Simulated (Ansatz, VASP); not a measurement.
# Two plane-wave programs on Pt

INCAR

```
SYSTEM = Pt
PREC = Accurate
ENCUT = 520
EDIFF = 1E-7
ISMEAR = 0
SIGMA = 0.15
LREAL = .FALSE.
LASPH = .TRUE.
NELM = 60
ALGO = Fast
ISIF = 2
LWAVE = .FALSE.
LCHARG = .TRUE.
GGA = CA
LELF = .TRUE.
LVHAR = .TRUE.
NBANDS = 11
```

KPOINTS

```
Automatic mesh
0
G
  22 22 22
  0 0 0
```

Contents of POSCAR:

```
Pt
1.0
    0.0000000000      1.9202792620      2.2409658988
    1.9202792620      0.0000000000      2.2409658988
    1.9202792620      1.9202792620      0.0000000000
Pt
1
Direct
    0.0000000000      0.0000000000      0.0000000000
```

Input for Ansatz:

```yaml
crystal:
  lattice:
    - [0.0, 1.920279262, 2.2409658988]
    - [1.920279262, 0.0, 2.2409658988]
    - [1.920279262, 1.920279262, 0.0]
  atoms:
    - { symbol: Pt, position: [0.0, 0.0, 0.0] }
basis:
  ecutwfc: 420
kpoints:
  mp_grid: { grid: [22, 22, 22] }
hamiltonian:
  xc: lda
  pseudopotentials: { kind: paw, azcp: { folder: soft_1 } }
scf:
  occupations: { method: gaussian, width: 0.15 }
output:
  forces: true
  stress: true
  eigenvalues: true
```

Alike in both runs: task single point; functional LDA; k mesh 22 × 22 × 22; occupations gaussian, width 0.15 eV; no spin polarisation.

|  | VASP | Ansatz |
| --- | --- | --- |
| version | VASP 6.6.1 | Ansatz 0.2.0 |
| potentials or method | VASP PAW LDA potentials, release 64 (Pt), cutoff 520 eV | scalar-relativistic, plane waves, PAW |
| valence electrons in the cell | 10 | 18 |

Ansatz gave:

- gap on the k mesh at the Fermi level (eV): none
- pressure (GPa): -22.8
- traceless stress, the component that is largest in VASP (GPa): -9.51

Problem. Which values does VASP return?

Solution. gap on the k mesh at the Fermi level (eV): none; pressure (GPa): -22.3; traceless stress, the component that is largest in VASP (GPa): -9.56.

Ansatz warns that its potentials were made for another functional, while VASP's fit it. LDA's correlation is that of Perdew and Zunger in VASP and of Perdew and Wang (1992) in Ansatz. A gap of «none» marks a metal or a gap that the smearing closes. VASP's potentials hold 10 valence electrons a cell and Ansatz's 18, so a difference there can come from the potentials and not from the codes.

Neither program's run includes spin-orbit coupling.
